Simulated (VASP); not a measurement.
# ZrCrC5 (P3m1) in VASP: single point with PBE

Aim: the single point of ZrCrC5 with PBE.

Program: VASP 6.6.1. These are calculated values, not measurements. Logs are shortened: lines on timing, memory, paths and dates and some standing lists are left out, and cuts for length are marked.

## (1) The cell of the first run

Symmetry: P3m1, No. 156, trigonal system. Conventional cell: a = 2.672 Å, b = 2.672 Å, c = 11.249 Å, α = 90.00°, β = 90.00°, γ = 120.00°. Zr (site symmetry 3m) has 7 C at 2.30 to 2.79 Å and 6 Zr at 2.67 Å within 3.0 Å. Cr (site symmetry 3m) has 9 C at 1.91 to 2.50 Å and 6 Cr at 2.67 Å within 2.7 Å. Within 2.1 Å of C (site symmetry 3m) lie 3 C at 1.54 Å. C (site symmetry 3m) has 3 C at 1.54 Å within 2.1 Å. C (site symmetry 3m) has 3 C at 1.54 Å within 2.1 Å. Within 2.1 Å of C (site symmetry 3m) lie 3 C at 1.54 Å. Within 2.5 Å of C (site symmetry 3m) lie 3 Cr at 1.91 Å and 3 Zr at 2.30 Å.

## (2) Single point, PBE, collinear spin, ferromagnetic start

INCAR

```
SYSTEM = ZrCrC5
  PREC = Accurate
  ENCUT = 520
  EDIFF = 1E-6
  ISMEAR = 0
  SIGMA = 0.1
  LREAL = .FALSE.
  LASPH = .TRUE.
  NELM = 150
  ALGO = Normal
  ISIF = 2
  LWAVE = .FALSE.
  LCHARG = .TRUE.
  ISPIN = 2
  MAGMOM = 0 0.61 0 0 0 0 0
  LORBIT = 11
  LMAXMIX = 4
  GGA = PE
  LELF = .TRUE.
  LVHAR = .TRUE.
  NBANDS = 35
```

KPOINTS

```
Automatic mesh
0
G
  12 12 4
  0 0 0
```

POSCAR

```
ZrCrC5
1.0
    2.6715229209      0.0000000000      0.0000000000
   -1.3357614604      2.3136067163      0.0000000000
    0.0000000000      0.0000000000     11.2486951305
Zr Cr C
1 1 5
Direct
    0.3333333333      0.6666666667      0.9686304765
    0.0000000000      0.0000000000      0.2200103381
    0.3333333333      0.6666666667      0.7550477125
    0.0000000000      0.0000000000      0.7617474336
    0.3333333333      0.6666666667      0.3944301461
    0.6666666667      0.3333333333      0.3951792214
    0.6666666667      0.3333333333      0.1199546718
```

Potentials or basis: VASP PAW PBE potentials, release 64 (Zr_sv, Cr_pv, C).

Command:

```bash
cat potpaw_PBE.64/Zr_sv/POTCAR potpaw_PBE.64/Cr_pv/POTCAR potpaw_PBE.64/C/POTCAR > POTCAR
mpirun -np 1 vasp_std > vasp.out
```

OUTCAR:

```text
SYSTEM = ZrCrC5
   PREC = Accurate
   ENCUT = 520
   EDIFF = 1E-6
   ISMEAR = 0
   LREAL = .FALSE.
   LASPH = .TRUE.
   NELM = 150
   ISIF = 2
   ISPIN = 2
   LORBIT = 11
   GGA = PE

 ion  position               nearest neighbor table
   1  0.333  0.667  0.969-   7 2.30   7 2.30   7 2.30   3 2.40   4 2.79   4 2.79   4 2.79   2 3.22
                             2 3.22   2 3.22
   2  0.000  0.000  0.220-   7 1.91   7 1.91   7 1.91   5 2.50   5 2.50   5 2.50   6 2.50   6 2.50
                             6 2.50   1 3.22   1 3.22   1 3.22
   3  0.333  0.667  0.755-   4 1.54   4 1.54   4 1.54   1 2.40
   4  0.000  0.000  0.762-   3 1.54   3 1.54   3 1.54   1 2.79   1 2.79   1 2.79
   5  0.333  0.667  0.394-   6 1.54   6 1.54   6 1.54   2 2.50   2 2.50   2 2.50
   6  0.667  0.333  0.395-   5 1.54   5 1.54   5 1.54   2 2.50   2 2.50   2 2.50
   7  0.667  0.333  0.120-   2 1.91   2 1.91   2 1.91   1 2.30   1 2.30   1 2.30

  LATTYP: Found a hexagonal cell.
 ALAT       =     2.6715229209
 C/A-ratio  =     4.2105927831

  Lattice vectors:

 A1 = (   2.6715229209,   0.0000000000,   0.0000000000)
 A2 = (  -1.3357614604,   2.3136067163,   0.0000000000)
 A3 = (   0.0000000000,   0.0000000000,  11.2486951305)

Analysis of symmetry for initial positions (statically):
=====================================================================
 Subroutine PRICEL returns:
 Original cell was already a primitive cell.

 Routine SETGRP: Setting up the symmetry group for a
 hexagonal supercell.

 Subroutine GETGRP returns: Found  6 space group operations
 (whereof  6 operations were pure point group operations)
 out of a pool of 24 trial point group operations.

The static configuration has the point symmetry C_3v.

Analysis of symmetry for dynamics (positions and initial velocities):
=====================================================================
 Subroutine PRICEL returns:
 Original cell was already a primitive cell.

 Routine SETGRP: Setting up the symmetry group for a
 hexagonal supercell.

 Subroutine GETGRP returns: Found  6 space group operations
 (whereof  6 operations were pure point group operations)
 out of a pool of 24 trial point group operations.

The dynamic configuration has the point symmetry C_3v.

Analysis of structural, dynamic, and magnetic symmetry:
=====================================================================
 Subroutine PRICEL returns:
 Original cell was already a primitive cell.

 Routine SETGRP: Setting up the symmetry group for a
 hexagonal supercell.

 Subroutine GETGRP returns: Found  6 space group operations
 (whereof  6 operations were pure point group operations)
 out of a pool of 24 trial point group operations.

The overall configuration has the point symmetry C_3v.

 Subroutine INISYM returns: Found  6 space group operations
 (whereof  6 operations are pure point group operations),
 and found     1 'primitive' translations

----------------------------------------------------------------------------------------

                                     Primitive cell

  volume of cell :      69.5265

  direct lattice vectors                    reciprocal lattice vectors
     2.671522921  0.000000000  0.000000000     0.374318331  0.216112789  0.000000000
    -1.335761460  2.313606716  0.000000000     0.000000000  0.432225578  0.000000000
     0.000000000  0.000000000 11.248695130     0.000000000  0.000000000  0.088899200

  length of vectors
     2.671522921  2.671522921 11.248695130     0.432225578  0.432225578  0.088899200

  position of ions in fractional coordinates (direct lattice)
     0.333333333  0.666666667  0.968630477
     0.000000000  0.000000000  0.220010338
     0.333333333  0.666666667  0.755047713
     0.000000000  0.000000000  0.761747434
     0.333333333  0.666666667  0.394430146
     0.666666667  0.333333333  0.395179221
     0.666666667  0.333333333  0.119954672

  ion indices of the primitive-cell ions
   primitive index   ion index
                 1           1
                 2           2
                 3           3
                 4           4
                 5           5
                 6           6
                 7           7

----------------------------------------------------------------------------------------

 KPOINTS: Automatic mesh

Automatic generation of k-mesh.
 Grid dimensions read from file:
 generate k-points for:   12   12    4

 Generating k-lattice:

  Cartesian coordinates                     Fractional coordinates (reciprocal lattice)
     0.031193194  0.018009399  0.000000000     0.083333333  0.000000000  0.000000000
     0.000000000  0.036018798  0.000000000     0.000000000  0.083333333  0.000000000
     0.000000000  0.000000000  0.022224800     0.000000000  0.000000000  0.250000000

  Length of vectors
     0.036018798  0.036018798  0.022224800

  Shift w.r.t. Gamma in fractional coordinates (k-lattice)
     0.000000000  0.000000000  0.000000000

 Subroutine IBZKPT returns following result:
 ===========================================

 Found     69 irreducible k-points:

 Following reciprocal coordinates:
            Coordinates               Weight
  0.000000  0.000000  0.000000      1.000000
  0.083333 -0.000000  0.000000      6.000000
  0.166667 -0.000000  0.000000      6.000000
  0.250000 -0.000000  0.000000      6.000000
  0.333333 -0.000000  0.000000      6.000000
  0.416667 -0.000000  0.000000      6.000000
[... 16 lines left out ...]
  0.166667 -0.000000  0.250000      6.000000
  0.000000  0.166667  0.250000      6.000000
 [... further k-points ...]
   k-points           NKPTS =     69   k-points in BZ     NKDIM =     69   number of bands    NBANDS=     35
   number of dos      NEDOS =    301   number of ions     NIONS =      7
   total plane-waves  NPLWV =  33600
   dimension x,y,z NGX =    20 NGY =   20 NGZ =   84
   dimension x,y,z NGXF=    40 NGYF=   40 NGZF=  168
   ions per type =               1   1   5
   NGX,Y,Z   is equivalent  to a cutoff of  12.45, 12.45, 12.41 a.u.
   NGXF,Y,Z  is equivalent  to a cutoff of  24.89, 24.89, 24.83 a.u.
 SYSTEM =  ZrCrC5
   PREC   = accura    normal or accurate (medium, high low for compatibility)
   ISTART =      0    job   : 0-new  1-cont  2-samecut
   ICHARG =      2    charge: 1-file 2-atom 10-const
   ISPIN  =      2    spin polarized calculation?
   LNONCOLLINEAR =      F non collinear calculations
   LSORBIT =      F    spin-orbit coupling
   LASPH  =      T    aspherical Exc in radial PAW
   ENCUT  =  520.0 eV  38.22 Ry    6.18 a.u.   4.97  4.97 20.92*2*pi/ulx,y,z
   NELM   =    150;   NELMIN=  2; NELMDL= -5     # of ELM steps
   EDIFF  = 0.1E-05   stopping-criterion for ELM
   LREAL  =      F    real-space projection
   EDIFFG = 0.1E-04   stopping-criterion for IOM
   NSW    =      0    number of steps for IOM
   IBRION =     -1    ionic relax: 0-MD 1-quasi-New 2-CG
   NFREE  =      0    steps in history (QN), initial steepest desc. (CG)
   ISIF   =      2    stress and relaxation
   ISYM   =      2    0-nonsym 1-usesym 2-fastsym
   POTIM  = 0.5000    time-step for ionic-motion
   TEBEG  =    0.0;   TEEND  =   0.0 temperature during run
   PSTRESS=    0.0 pullay stress
   NELECT =      44.0000    total number of electrons
   NUPDOWN=      -1.0000    fix difference up-down
   EMIN   =  10.00;   EMAX   =-10.00  energy-range for DOS
   EFERMI =   0.00;   METHOD = LEGACY
   ISMEAR =     0;   SIGMA  =   0.10  broadening in eV -4-tet -1-fermi 0-gaus
   EFERMI_NEDOS =   21; number of points for ismear=-14 and -15
   IALGO  =     38    algorithm
   IMIX   =      4    mixing-type and parameters
     AMIX     =   0.40;   BMIX     =  1.00
     AMIX_MAG =   1.60;   BMIX_MAG =  1.00
  volume/ion in A,a.u.               =       9.93        67.03
  Fermi-wavevector in a.u.,A,eV,Ry     =   1.405537  2.656079 26.878764  1.975533
  Thomas-Fermi vector in A             =   2.527988
   LORBIT       =     11    0 simple, 1 ext, 2 COOP (PROOUT), +10 PAW based schemes
   GGA     = PE    functional components
   LHFCALC =     F    Hartree Fock is set to
   AEXX    =    0.0000 exact exchange contribution
   IVDW    =     0    specifies the selected vdW correction
   LEPSILON=     F    determine dielectric tensor
   LRPA    =     F    only Hartree local field effects (RPA)
 spin polarized calculation
 Gauss-broadening in eV      SIGMA  =   0.10
  energy-cutoff  :      520.00
  volume of cell :       69.53
 maximum number of plane-waves:      1908
   NGX =  9   NGY =  9   NGZ = 41

 number of electron      44.0000003 magnetization       1.1039087

 Free energy of the ion-electron system (eV)
  ---------------------------------------------------
  ext. energy  EPLUGINS =         0.00000000
  ---------------------------------------------------
  free energy    TOTEN  =       -60.36656018 eV

  energy without entropy =      -60.35255017  energy(sigma->0) =      -60.35955517

 E-fermi :   8.5747     XC(G=0): -11.5836

 val. band max:        8.5699319304   @ k =   0.5000  -0.0000   0.0000
 cond. band min:       8.5798853156   @ k =   0.4167   0.0833   0.5000
 fundamental gap:      0.0099533852
 Fermi energy:         8.5747464967

 spin component 1

 k-point     1 :       0.0000    0.0000    0.0000
  band No.  band energies     occupation
      1     -40.0213      1.00000
      2     -35.2193      1.00000
      3     -34.9791      1.00000
      4     -34.9791      1.00000
      5     -18.3926      1.00000
      6     -16.2638      1.00000
[... 26 lines left out ...]
     33      14.7196      0.00000
     34      14.7196      0.00000

 k-point     2 :       0.0833   -0.0000    0.0000
  band No.  band energies     occupation
      1     -39.9765      1.00000
      2     -35.2137      1.00000
      3     -35.0120      1.00000
      4     -34.9866      1.00000
      5     -18.3432      1.00000
      6     -16.5291      1.00000
[... 806 lines left out ...]
 k-point    24 :       0.0000    0.1667    0.2500
  band No.  band energies     occupation
      1     -39.8520      1.00000
      2     -35.1990      1.00000
      3     -35.1008      1.00000
      4     -35.0070      1.00000
      5     -18.2061      1.00000
      6     -17.2173      1.00000
[... 26 lines left out ...]
     33      15.2737      0.00000
     34      15.4039      0.00000

 [... further k-points ...]

 spin component 2

 k-point     1 :       0.0000    0.0000    0.0000
  band No.  band energies     occupation
      1     -39.9680      1.00000
      2     -34.1150      1.00000
      3     -34.0475      1.00000
      4     -34.0475      1.00000
      5     -18.3359      1.00000
      6     -16.2089      1.00000
[... 26 lines left out ...]
     33      14.7366      0.00000
     34      14.7366      0.00000

 k-point     2 :       0.0833   -0.0000    0.0000
  band No.  band energies     occupation
      1     -39.9234      1.00000
      2     -34.1102      1.00000
      3     -34.0805      1.00000
      4     -34.0552      1.00000
      5     -18.2866      1.00000
      6     -16.4728      1.00000
[... 806 lines left out ...]
 k-point    24 :       0.0000    0.1667    0.2500
  band No.  band energies     occupation
      1     -39.7995      1.00000
      2     -34.1760      1.00000
      3     -34.0912      1.00000
      4     -34.0763      1.00000
      5     -18.1498      1.00000
      6     -17.1573      1.00000
[... 26 lines left out ...]
     33      15.3309      0.00000
     34      15.4531      0.00000

 [... further k-points ...]

 [bands above 34 left out]

------------------------ aborting loop because EDIFF is reached ----------------------------------------

  FORCE on cell =-STRESS in cart. coord.  units (eV):
  Direction    XX          YY          ZZ          XY          YZ          ZX
  --------------------------------------------------------------------------------------
  -------------------------------------------------------------------------------------
  Total        0.1576837      0.1576837      0.1075944      0.0000000     -0.0000000      0.0000000
  in kB        3.6336814      3.6336814      2.4794178      0.0000000     -0.0000000      0.0000000
  external PRESSURE =       3.2489269 kB  Pullay stress =       0.0000000 kB

 VOLUME and BASIS-vectors are now :
 -----------------------------------------------------------------------------
  energy-cutoff  :      520.00
  volume of cell :       69.53
      direct lattice vectors                 reciprocal lattice vectors
     2.671522921  0.000000000  0.000000000     0.374318331  0.216112789  0.000000000
    -1.335761460  2.313606716  0.000000000     0.000000000  0.432225578  0.000000000
     0.000000000  0.000000000 11.248695130     0.000000000  0.000000000  0.088899200

 POSITION                                       TOTAL-FORCE (eV/Angst)
 -----------------------------------------------------------------------------------
     -0.00000      1.54240     10.89583         0.000000     -0.000000     -0.007123
      0.00000      0.00000      2.47483        -0.000000     -0.000000      0.032252
     -0.00000      1.54240      8.49330         0.000000     -0.000000     -0.011360
      0.00000      0.00000      8.56866         0.000000     -0.000000     -0.002950
     -0.00000      1.54240      4.43682         0.000000      0.000000      0.003651
      1.33576      0.77120      4.44525         0.000000     -0.000000      0.004255
      1.33576      0.77120      1.34933        -0.000000      0.000000     -0.018724
 -----------------------------------------------------------------------------------
    total drift:                               -0.000000     -0.000000     -0.000098

  FREE ENERGIE OF THE ION-ELECTRON SYSTEM (eV)
  ---------------------------------------------------
  free  energy   TOTEN  =       -60.3665601810 eV

  energy  without entropy=      -60.3525501673  energy(sigma->0) =      -60.35955517

 total charge

# of ion       s       p       d       tot
------------------------------------------
    1        2.239   5.993   2.243  10.476
    2        0.361   6.417   4.494  11.271
    3        0.812   1.625   0.000   2.437
    4        0.810   1.591   0.000   2.401
    5        0.808   1.606   0.000   2.414
    6        0.810   1.602   0.000   2.412
    7        0.908   1.578   0.000   2.485
--------------------------------------------------
tot          6.748  20.411   6.737  33.896

 magnetization (x)

# of ion       s       p       d       tot
------------------------------------------
    1        0.003   0.005   0.081   0.089
    2        0.005   0.006   0.953   0.964
    3        0.000   0.005   0.000   0.005
    4        0.000   0.004   0.000   0.004
    5        0.004   0.023   0.000   0.026
    6       -0.001  -0.020   0.000  -0.022
    7       -0.006  -0.024   0.000  -0.030
--------------------------------------------------
tot          0.005  -0.002   1.034   1.037
```

Wall time 8 min (1 thread of Intel Xeon Platinum 8488C (Sapphire Rapids), shared host); peak memory 0.38 GiB.

What came out:

```
Free energy                                           : -60.3666 eV
Pressure                                              : 0.3 GPa
Largest force                                         : 0.032 eV/Å
Net moment                                            : 1.10 μB per cell
Site moments                                          : Zr +0.09; Cr +0.96; C +0.01, +0.00, +0.03, -0.02, -0.03 μB
Valence electrons inside the program's atomic spheres : Zr 10.48; Cr 11.27; C 2.44, 2.40, 2.41, 2.48 (each value once)
```

Forces on the atoms (eV/Å):
```
Zr   0.000  0.000 -0.007
Cr   0.000  0.000  0.032
C    0.000  0.000 -0.011
C    0.000  0.000 -0.003
C    0.000  0.000  0.004
C    0.000  0.000  0.004
C    0.000  0.000 -0.019
```

Caveat: this functional lacks dispersion, which binds the layers, so the pressure and a relaxed spacing across them are unreliable.
